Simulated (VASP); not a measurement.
# Os (P-1) in VASP: further runs

Os is run at these levels: PBEsol; tasks: single point.

All numbers are computed with VASP 6.6.1; they aren't measurements. Logs are shortened: lines on timing, memory, paths and dates and some standing lists are left out, and cuts for length are marked.

### 1 The cell of the first run

The typed cell holds 2 atoms: a = 2.734 Å, b = 2.734 Å, c = 4.320 Å, α = 90.00°, β = 90.00°, γ = 120.00°.

### 2 Single point, PBEsol (atom 1 (Os) moved by (+0.600, -0.600) A along [1 1 0] and z)

File INCAR:

```
PREC = Accurate
ENCUT = 520
EDIFF = 1E-6
ISMEAR = 0
SIGMA = 0.15
LREAL = F
LASPH = T
NELM = 80
ALGO = Fast
ISIF = 2
LWAVE = F
LCHARG = F
GGA = PS
NBANDS = 15
```

File KPOINTS:

```
Automatic mesh
0
Gamma
  18 18 12
```

File POSCAR:

```
Os
1.0
    2.7340999755      0.0000000000      0.0000000000
   -1.3670499878      2.3678000353      0.0000000000
    0.0000000000      0.0000000000      4.3197000000
Os
2
Direct
    0.5780987219      0.8458473671      0.1111014654
    0.6666666667      0.3333333333      0.7500000000
```

Potentials or basis: VASP PAW PBE potentials, release 64 (Os).

Started as:

```
cat potpaw_PBE.64/Os/POTCAR > POTCAR
mpirun -np 1 vasp_std > vasp.out
```

OUTCAR:

```text
PREC = Accurate
   ENCUT = 520
   EDIFF = 1E-6
   ISMEAR = 0
   LREAL = F
   LASPH = T
   NELM = 80
   ISIF = 2
   GGA = PS

 ion  position               nearest neighbor table
   1  0.578  0.846  0.111-   2 1.99   2 2.19   2 2.67   2 3.02   2 3.02   2 3.16
   2  0.667  0.333  0.750-   1 1.99   1 2.19   1 2.67   1 3.02   1 3.02   1 3.16

  LATTYP: Found a hexagonal cell.
 ALAT       =     2.7340999755
 C/A-ratio  =     1.5799349105

  Lattice vectors:

 A1 = (   2.7340999755,   0.0000000000,   0.0000000000)
 A2 = (  -1.3670499878,   2.3678000353,   0.0000000000)
 A3 = (   0.0000000000,   0.0000000000,   4.3197000000)

Analysis of symmetry for initial positions (statically):
=====================================================================
 Subroutine PRICEL returns:
 Original cell was already a primitive cell.

 Routine SETGRP: Setting up the symmetry group for a
 hexagonal supercell.

 Subroutine GETGRP returns: Found  2 space group operations
 (whereof  1 operations were pure point group operations)
 out of a pool of 24 trial point group operations.

The static configuration has the point symmetry C_1 .
 The point group associated with its full space group is S_2 .

Analysis of symmetry for dynamics (positions and initial velocities):
=====================================================================
 Subroutine PRICEL returns:
 Original cell was already a primitive cell.

 Routine SETGRP: Setting up the symmetry group for a
 hexagonal supercell.

 Subroutine GETGRP returns: Found  2 space group operations
 (whereof  1 operations were pure point group operations)
 out of a pool of 24 trial point group operations.

The dynamic configuration has the point symmetry C_1 .
 The point group associated with its full space group is S_2 .

 Subroutine INISYM returns: Found  2 space group operations
 (whereof  1 operations are pure point group operations),
 and found     1 'primitive' translations

----------------------------------------------------------------------------------------

                                     Primitive cell

  volume of cell :      27.9649

  direct lattice vectors                    reciprocal lattice vectors
     2.734099975  0.000000000  0.000000000     0.365751073  0.211166481  0.000000000
    -1.367049988  2.367800035  0.000000000     0.000000000  0.422332961  0.000000000
     0.000000000  0.000000000  4.319700000     0.000000000  0.000000000  0.231497558

  length of vectors
     2.734099975  2.734099976  4.319700000     0.422332961  0.422332961  0.231497558

  position of ions in fractional coordinates (direct lattice)
     0.578098722  0.845847367  0.111101465
     0.666666667  0.333333333  0.750000000

  ion indices of the primitive-cell ions
   primitive index   ion index
                 1           1
                 2           2

----------------------------------------------------------------------------------------

 KPOINTS: Automatic mesh

Automatic generation of k-mesh.
 Grid dimensions read from file:
 generate k-points for:   18   18   12

 Generating k-lattice:

  Cartesian coordinates                     Fractional coordinates (reciprocal lattice)
     0.020319504  0.011731471  0.000000000     0.055555556  0.000000000  0.000000000
     0.000000000  0.023462942  0.000000000     0.000000000  0.055555556  0.000000000
     0.000000000  0.000000000  0.019291463     0.000000000  0.000000000  0.083333333

  Length of vectors
     0.023462942  0.023462942  0.019291463

  Shift w.r.t. Gamma in fractional coordinates (k-lattice)
     0.000000000  0.000000000  0.000000000

 Subroutine IBZKPT returns following result:
 ===========================================

 Found   1948 irreducible k-points:

 Following reciprocal coordinates:
            Coordinates               Weight
  0.000000  0.000000  0.000000      1.000000
  0.055556  0.000000  0.000000      2.000000
  0.000000  0.055556  0.000000      2.000000
 -0.055556  0.055556  0.000000      2.000000
  0.111111  0.000000  0.000000      2.000000
  0.000000  0.111111  0.000000      2.000000
[... 16 lines left out ...]
  0.444444  0.000000  0.000000      2.000000
  0.000000  0.444444  0.000000      2.000000
 [... further k-points ...]
   k-points           NKPTS =   1948   k-points in BZ     NKDIM =   1948   number of bands    NBANDS=     15
   number of dos      NEDOS =    301   number of ions     NIONS =      2
   total plane-waves  NPLWV =  12800
   dimension x,y,z NGX =    20 NGY =   20 NGZ =   32
   dimension x,y,z NGXF=    40 NGYF=   40 NGZF=   64
   ions per type =               2
   NGX,Y,Z   is equivalent  to a cutoff of  12.16, 12.16, 12.32 a.u.
   NGXF,Y,Z  is equivalent  to a cutoff of  24.32, 24.32, 24.63 a.u.
 SYSTEM =  unknown system
   PREC   = accura    normal or accurate (medium, high low for compatibility)
   ISTART =      0    job   : 0-new  1-cont  2-samecut
   ICHARG =      2    charge: 1-file 2-atom 10-const
   ISPIN  =      1    spin polarized calculation?
   LNONCOLLINEAR =      F non collinear calculations
   LSORBIT =      F    spin-orbit coupling
   LASPH  =      T    aspherical Exc in radial PAW
   ENCUT  =  520.0 eV  38.22 Ry    6.18 a.u.   5.08  5.08  8.03*2*pi/ulx,y,z
   NELM   =     80;   NELMIN=  2; NELMDL= -5     # of ELM steps
   EDIFF  = 0.1E-05   stopping-criterion for ELM
   LREAL  =      F    real-space projection
   EDIFFG = 0.1E-04   stopping-criterion for IOM
   NSW    =      0    number of steps for IOM
   IBRION =     -1    ionic relax: 0-MD 1-quasi-New 2-CG
   NFREE  =      0    steps in history (QN), initial steepest desc. (CG)
   ISIF   =      2    stress and relaxation
   ISYM   =      2    0-nonsym 1-usesym 2-fastsym
   POTIM  = 0.5000    time-step for ionic-motion
   TEBEG  =    0.0;   TEEND  =   0.0 temperature during run
   PSTRESS=    0.0 pullay stress
   NELECT =      16.0000    total number of electrons
   NUPDOWN=      -1.0000    fix difference up-down
   EMIN   =  10.00;   EMAX   =-10.00  energy-range for DOS
   EFERMI =   0.00;   METHOD = LEGACY
   ISMEAR =     0;   SIGMA  =   0.15  broadening in eV -4-tet -1-fermi 0-gaus
   EFERMI_NEDOS =   21; number of points for ismear=-14 and -15
   IALGO  =     68    algorithm
   IMIX   =      4    mixing-type and parameters
     AMIX     =   0.40;   BMIX     =  1.00
     AMIX_MAG =   1.60;   BMIX_MAG =  1.00
  volume/ion in A,a.u.               =      13.98        94.36
  Fermi-wavevector in a.u.,A,eV,Ry     =   1.359076  2.568282 25.131162  1.847088
  Thomas-Fermi vector in A             =   2.485855
   LORBIT       =      0    0 simple, 1 ext, 2 COOP (PROOUT), +10 PAW based schemes
   GGA     = PS    functional components
   LHFCALC =     F    Hartree Fock is set to
   AEXX    =    0.0000 exact exchange contribution
   IVDW    =     0    specifies the selected vdW correction
   LEPSILON=     F    determine dielectric tensor
   LRPA    =     F    only Hartree local field effects (RPA)
 non-spin polarized calculation
 RMM-DIIS sequential band-by-band and
 Gauss-broadening in eV      SIGMA  =   0.15
  energy-cutoff  :      520.00
  volume of cell :       27.96
 maximum number of plane-waves:       770
   NGX = 11   NGY = 11   NGZ = 17

 number of electron      15.9999999 magnetization

 Free energy of the ion-electron system (eV)
  ---------------------------------------------------
  ext. energy  EPLUGINS =         0.00000000
  ---------------------------------------------------
  free energy    TOTEN  =       -18.02272135 eV

  energy without entropy =      -18.00537640  energy(sigma->0) =      -18.01404888

 E-fermi :   9.8638     XC(G=0): -13.8800

 val. band max:        9.8631421309   @ k =  -0.4444  -0.2778   0.2500
 cond. band min:       9.8639704156   @ k =  -0.1111  -0.1667  -0.3333
 fundamental gap:      0.0008282847
 Fermi energy:         9.8637654717

 k-point     1 :       0.0000    0.0000    0.0000
  band No.  band energies     occupation
      1      -1.6051      2.00000
      2      -0.2546      2.00000
      3       3.2376      2.00000
      4       4.0015      2.00000
      5       4.0948      2.00000
      6       6.2016      2.00000
      7       8.0488      2.00000
      8       8.5369      2.00000
      9       8.8732      2.00000
     10      10.7259      0.00000
     11      12.8957      0.00000
     12      14.5064      0.00000
     13      16.2798      0.00000
     14      22.9585      0.00000
     15      24.8536      0.00000

 k-point     2 :       0.0556    0.0000    0.0000
  band No.  band energies     occupation
      1      -1.4676      2.00000
      2      -0.2046      2.00000
      3       3.1653      2.00000
      4       4.0215      2.00000
      5       4.1343      2.00000
      6       6.1027      2.00000
      7       8.1288      2.00000
      8       8.3601      2.00000
      9       8.7963      2.00000
     10      10.9140      0.00000
     11      13.1940      0.00000
     12      14.5238      0.00000
     13      16.3031      0.00000
     14      23.1941      0.00000
     15      24.8845      0.00000

 k-point     3 :       0.0000    0.0556    0.0000
  band No.  band energies     occupation
      1      -1.4726      2.00000
      2      -0.1214      2.00000
      3       3.2482      2.00000
      4       3.9470      2.00000
      5       4.1223      2.00000
      6       6.0771      2.00000
      7       8.1234      2.00000
      8       8.4934      2.00000
      9       8.8474      2.00000
     10      10.8394      0.00000
     11      12.4308      0.00000
     12      14.9403      0.00000
     13      16.5061      0.00000
     14      23.0568      0.00000
     15      25.0998      0.00000

 k-point     4 :      -0.0556    0.0556    0.0000
  band No.  band energies     occupation
      1      -1.4712      2.00000
      2      -0.1264      2.00000
      3       3.2505      2.00000
      4       3.9300      2.00000
      5       4.0703      2.00000
      6       6.2046      2.00000
      7       7.9522      2.00000
      8       8.4348      2.00000
      9       9.1242      2.00000
     10      10.7158      0.00000
     11      12.4338      0.00000
     12      15.0333      0.00000
     13      16.4024      0.00000
     14      23.1096      0.00000
     15      25.0588      0.00000
[... 307 lines left out ...]
 k-point    22 :      -0.3889    0.3889    0.0000
  band No.  band energies     occupation
      1       0.9457      2.00000
      2       1.6186      2.00000
      3       3.5984      2.00000
      4       4.6956      2.00000
      5       5.2660      2.00000
      6       5.7936      2.00000
      7       9.1142      2.00000
      8       9.4922      1.99954
      9      10.5452      0.00000
     10      11.1377      0.00000
     11      11.7716      0.00000
     12      17.1017      0.00000
     13      18.0825      0.00000
     14      19.4009      0.00000
     15      25.5545      0.00000

 k-point    23 :       0.4444    0.0000    0.0000
  band No.  band energies     occupation
      1      -0.1991      2.00000
      2       1.1503      2.00000
      3       1.4443      2.00000
      4       3.1511      2.00000
      5       7.7036      2.00000
      6       8.2890      2.00000
      7       9.4918      1.99955
      8      10.0567      0.06897
      9      11.7540      0.00000
     10      12.4509      0.00000
     11      14.5361      0.00000
     12      16.3858      0.00000
     13      18.2268      0.00000
     14      20.6974      0.00000
     15      22.2446      0.00000

 k-point    24 :       0.0000    0.4444    0.0000
  band No.  band energies     occupation
      1       0.8743      2.00000
      2       1.8094      2.00000
      3       3.9297      2.00000
      4       5.0626      2.00000
      5       5.7605      2.00000
      6       5.9753      2.00000
      7       8.0298      2.00000
      8      10.0045      0.18444
      9      10.9004      0.00000
     10      11.8387      0.00000
     11      12.5430      0.00000
     12      16.0499      0.00000
     13      17.1939      0.00000
     14      18.7980      0.00000
     15      23.7867      0.00000

 [... further k-points ...]

------------------------ aborting loop because EDIFF is reached ----------------------------------------

  FORCE on cell =-STRESS in cart. coord.  units (eV):
  Direction    XX          YY          ZZ          XY          YZ          ZX
  --------------------------------------------------------------------------------------
  -------------------------------------------------------------------------------------
  Total        9.5330564     23.1719416     29.5969257     -7.9264358     -6.9515098     -1.6789322
  in kB      546.1723907   1327.5778805   1695.6811218   -454.1251236   -398.2691993    -96.1901782
  external PRESSURE =    1189.8104643 kB  Pullay stress =       0.0000000 kB

 VOLUME and BASIS-vectors are now :
 -----------------------------------------------------------------------------
  energy-cutoff  :      520.00
  volume of cell :       27.96
      direct lattice vectors                 reciprocal lattice vectors
     2.734099975  0.000000000  0.000000000     0.365751073  0.211166481  0.000000000
    -1.367049988  2.367800035  0.000000000     0.000000000  0.422332961  0.000000000
     0.000000000  0.000000000  4.319700000     0.000000000  0.000000000  0.231497558

 POSITION                                       TOTAL-FORCE (eV/Angst)
 -----------------------------------------------------------------------------------
      0.42426      2.00280      0.47993        -1.823292     -4.580426     20.359676
      1.36705      0.78927      3.23977         1.823292      4.580426    -20.359676
 -----------------------------------------------------------------------------------
    total drift:                                0.000002     -0.000001      0.000001

  FREE ENERGIE OF THE ION-ELECTRON SYSTEM (eV)
  ---------------------------------------------------
  free  energy   TOTEN  =       -18.0227213515 eV

  energy  without entropy=      -18.0053764027  energy(sigma->0) =      -18.01404888
```

It took 14 min on 1 thread of Oxide Virtual Turin-like, shared host; peak memory 0.71 GiB.

Results:

* Free energy: -18.0227 eV
* Pressure: 119.0 GPa
* Largest force: 20.948 eV/Å
* Band gap on the k mesh: zero (bands 8 and 9 overlap by 2.64 eV)

Forces in eV/Å, atoms in the order of the input:
```
Os   -1.823  -4.580  20.360
Os    1.823   4.580 -20.360
```

Stress tensor (GPa, compression positive):
```
 54.62 -45.41  -9.62
-45.41 132.76 -39.83
 -9.62 -39.83 169.57
```

Caveat: the cell differs from its parent crystal (atom 1 (Os) moved by (+0.600, -0.600) A along [1 1 0] and z); atoms lie so close that the PAW spheres overlap strongly, which falsifies energies and pressures; the cell stands under pressure; the PAW data sets were made with another functional, which shifts forces and pressure a little; spin-orbit coupling is left out, which moves the levels of the heavy elements.

### 3 Single point, PBEsol (atom 1 (Os) moved by (-0.600, -0.300) A along [1 1 0] and z)

File INCAR:

```
SYSTEM = Os
  ALGO = Fast
  EDIFF = 1E-6
  ENCUT = 520
  GGA = PS
  ISIF = 2
  ISMEAR = 0
  LASPH = .TRUE.
  LCHARG = .FALSE.
  LREAL = .FALSE.
  LWAVE = .FALSE.
  NBANDS = 15
  NELM = 80
  PREC = Accurate
  SIGMA = 0.15
```

File KPOINTS:

```
k-points
0
G
  18 18 12
  0 0 0
```

POSCAR, as its differences from that of step 2:

```diff
@@ -8,3 +8,3 @@
 Direct
-    0.5780987219      0.8458473671      0.1111014654
+    0.0885679447      0.4874859663      0.1805507327
     0.6666666667      0.3333333333      0.7500000000
```

Potentials or basis: VASP PAW PBE potentials, release 64 (Os).

Started as:

```
cat potpaw_PBE.64/Os/POTCAR > POTCAR
mpirun -np 1 vasp_std > vasp.out
```

It took 13 min on 1 thread of Oxide Virtual Turin-like, shared host; peak memory 0.71 GiB.

It converged, with:

| Quantity | Value |
| --- | --- |
| Free energy | -21.8776 eV |
| Pressure | 47.7 GPa |
| Largest force | 10.426 eV/Å |
| Band gap on the k mesh | zero (bands 8 and 9 overlap by 3.44 eV) |

Forces on the atoms (eV/Å):
```
Os   3.976  3.073  9.135
Os  -3.976 -3.073 -9.135
```

Stress tensor (GPa, compression positive):
```
39.15 14.48 34.42
14.48  8.54 19.45
34.42 19.45 95.35
```

Levels at points of the mesh, in eV from the Fermi level:
```
           k point  band 6  band 7  band 8  band 9  band 10  band 11
(0.00, 0.00, 0.00)   -3.24   -2.39   -1.53   -0.81     0.46     1.04
(0.50, 0.00, 0.00)   -4.00   -2.17    1.27    2.03     2.67     3.46
(0.00, 0.50, 0.00)   -1.99   -0.54    1.00    1.40     2.24     3.67
(0.50, 0.50, 0.00)   -2.41   -1.33   -0.20    1.54     1.94     3.95
(0.00, 0.00, 0.50)   -4.06   -3.11   -2.52    0.00     0.39     1.31
(0.50, 0.00, 0.50)   -0.12    0.26    0.40    1.41     2.46     2.56
(0.00, 0.50, 0.50)   -2.37    0.51    0.96    2.04     2.18     3.17
(0.50, 0.50, 0.50)   -1.52    0.74    0.82    1.70     1.94     3.44
```

Caveat: the cell differs from its parent crystal (atom 1 (Os) moved by (-0.600, -0.300) A along [1 1 0] and z); the cell stands under pressure; the PAW data sets were made with another functional, which shifts forces and pressure a little; spin-orbit coupling is left out, which moves the levels of the heavy elements.
